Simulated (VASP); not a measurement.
Wanted: the native input for a VASP 6.6.1 run.

* Task: single point
* Functional: PBE
* Potentials or basis: VASP PAW PBE potentials, release 64 (K_sv, Ta_pv, P)
* Cutoff: 520 eV
* k mesh: 12 × 12 × 6
* Occupations: gaussian, width 0.1 eV
* Spin: no spin polarisation
* Dipole correction: no
* Further INCAR settings: ALGO = Normal; EDIFF = 1e-06; NBANDS = 23

The structure of KTaP2 lies in POSCAR:

```
KTaP2
1.0
    3.5640317183      0.0000000000      0.0000000000
   -1.7820158592      3.0865420079      0.0000000000
    0.0000000000      0.0000000000      7.9844793212
K Ta P
1 1 2
Direct
    0.0000000000      0.0000000000      0.0000000000
    0.0000000000      0.0000000000      0.5000000000
    0.3333333333      0.6666666667      0.6890514052
    0.6666666667      0.3333333333      0.3109485948
```

The input as run:

INCAR

```
SYSTEM = KTaP2
PREC = Accurate
ENCUT = 520
EDIFF = 1E-6
ISMEAR = 0
SIGMA = 0.1
LREAL = .FALSE.
LASPH = .TRUE.
NELM = 100
ALGO = Normal
ISIF = 2
LWAVE = .FALSE.
LCHARG = .FALSE.
GGA = PE
NBANDS = 23
```

KPOINTS

```
regular mesh
0
G
  12 12 6
  0 0 0
```

Potentials or basis: VASP PAW PBE potentials, release 64 (K_sv, Ta_pv, P).

Launch:

```bash
$ cat potpaw_PBE.64/K_sv/POTCAR potpaw_PBE.64/Ta_pv/POTCAR potpaw_PBE.64/P/POTCAR > POTCAR
$ mpirun -np 1 vasp_std > vasp.out
```

Results of the run:

| Quantity | Value |
| --- | --- |
| Pressure | 0.0 GPa |
| Largest force | 0.003 eV/Å |
| Band gap on the k mesh | zero (band 15 reaches 4.74 eV, above the bottom of band 16 at 3.89 eV) |

Caveat: spin-orbit coupling is left out, which moves the levels of the heavy elements.

It took 2.3 min on 1 thread of Intel(R) Xeon(R) Platinum 8488C (Sapphire Rapids) (shared host), peak memory 0.35 GiB.
